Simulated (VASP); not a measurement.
# CaSe: single point with r2SCAN

The system is CaSe.

```
Ca Se
1.0
     0.00000    3.27956    3.27956
     3.27956    0.00000    3.27956
     3.27956    3.27956    0.00000
Ca Se
1 1
Cartesian
  0.0000 0.0000 0.0000
  1.6398 1.6398 1.6398
```

```yaml
Program: VASP 6.6.1
Task: single point
Functional: r2SCAN
Potentials_or_basis: VASP PAW PBE potentials, release 64 (Ca_sv, Se)
Cutoff: 520 eV
k_mesh: 4 × 4 × 4
Occupations: gaussian, width 0.01 eV
Spin: no spin polarisation
```

```
Pressure               : 0.2 GPa
Band gap on the k mesh : 3.68 eV (least direct gap 3.78 eV)
```

Levels at points of the mesh, in eV from the valence-band top:
```tsv
k point	band 4	band 5	band 6	band 7	band 8	band 9	band 10	band 11	band 12	band 13
(0.00, 0.00, 0.00)	-20.73	-10.72	-0.09	-0.09	-0.09	3.68	5.94	5.94	7.99	7.99
(0.50, 0.00, 0.00)	-20.73	-10.45	-1.23	-0.02	-0.02	5.61	6.06	6.06	6.39	6.93
(0.50, 0.50, 0.00)	-20.74	-10.36	-1.24	-0.05	-0.05	3.89	5.55	6.70	6.70	6.77
```

Wall time 96 s on 1 thread of Intel Xeon 8259CL (shared host), peak memory 0.22 GiB.

Caveat: the PAW data sets were made with another functional, which shifts forces and pressure a little. A k mesh can miss the band edges.
